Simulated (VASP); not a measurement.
Write the native input for VASP 6.6.1 that does the following.

| Item | Value |
| --- | --- |
| Task | relaxation of cell and atoms |
| Functional | LDA |
| Potentials or basis | VASP PAW LDA potentials, release 64 (Si) |
| Cutoff | 600 eV |
| k mesh | 11 × 11 × 11 |
| Occupations | fermi-dirac, width 0.05 eV |
| Spin | no spin polarisation |
| Dipole correction | no |
| Further INCAR settings | ALGO = Normal; EDIFF = 1e-06; IBRION = 2; EDIFFG = -0.005; NSW = 100; ISIF = 3 |

The structure of Si lies in POSCAR:

```
Si
1.0
    0.0000000000      2.7492688318      2.7492688318
    2.7492688318      0.0000000000      2.7492688318
    2.7492688318      2.7492688318      0.0000000000
Si
2
Direct
    0.7500000000      0.7500000000      0.7500000000
    0.5000000000      0.5000000000      0.5000000000
```

The input as run:

INCAR

```
PREC = Accurate ; ENCUT = 600
EDIFF = 1E-6 ; ISMEAR = -1
SIGMA = 0.05 ; LREAL = F
LASPH = T ; NELM = 100
ALGO = Normal ; ISIF = 3
LWAVE = F ; LCHARG = F
GGA = CA ; IBRION = 2
NSW = 100 ; EDIFFG = -0.005
```

KPOINTS

```
regular mesh
0
Gamma
  11 11 11
```

Potentials or basis: VASP PAW LDA potentials, release 64 (Si).

Run with:

```console
$ cat potpaw_LDA.64/Si/POTCAR > POTCAR
$ mpirun -np 1 vasp_std > vasp.out
```

Results of the run:

```yaml
Relaxed_volume: 19.72 Å³/atom
Relaxed_cell: a = 3.821 Å, b = 3.821 Å, c = 3.821 Å, α = 60.00°, β = 60.00°, γ = 60.00°
Space_group_after_relaxing_to_0.05_Å: Fd-3m (No. 227)
Energy_gained_by_relaxing: 15.8 meV/atom
Ionic_steps: 3
Pressure_after_relaxing: 0.0 GPa
Band_gap_on_the_k_mesh: 0.46 eV, indirect (least direct gap 2.53 eV)
```

Wall time 20 s on 1 thread of Intel(R) Xeon(R) Platinum 8259CL CPU @ 2.50GHz (Skylake/Cascade Lake), on a shared host, peak memory 0.16 GiB.
